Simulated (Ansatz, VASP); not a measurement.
Two plane-wave programs on CoSn

```
Co Sn
1.0
     5.21153    0.00000    0.00000
    -2.60576    4.51332    0.00000
     0.00000    0.00000    4.19203
Co Sn
3 3
Direct
  0.00000 0.50000 0.00000
  0.50000 0.50000 0.00000
  0.50000 0.00000 0.00000
  0.66667 0.33333 0.50000
  0.33333 0.66667 0.50000
  0.00000 0.00000 0.00000
```

Alike in both runs: functional PBEsol; k mesh 9 × 9 × 8; occupations fermi-dirac, width 0.15 eV; no spin polarisation.

Ansatz relaxed the structure, and its values are those at the end. VASP's run is a single point on that final structure, the one shown.

|  | VASP | Ansatz |
| --- | --- | --- |
| version | VASP 6.6.1 | Ansatz 0.2.0 |
| potentials or method | VASP PAW PBE potentials, release 64 (Co, Sn_d), cutoff 520 eV | scalar-relativistic, plane waves, PAW |
| valence electrons in the cell | 69 | 93 |

Ansatz gave:

| Item | Value |
| --- | --- |
| gap on the k mesh at the Fermi level (eV) | none |
| pressure (GPa) | 0.0 |

Which values does VASP return?

gap on the k mesh at the Fermi level (eV): none; pressure (GPa): -0.1.

VASP's potentials were made for PBE, not for PBEsol. A gap of «none» marks a metal or a gap that the smearing closes. With one functional, cell and mesh, what is left measures potentials, basis and numerics. VASP's potentials hold 69 valence electrons a cell and Ansatz's 93, so a difference there can come from the potentials and not from the codes.
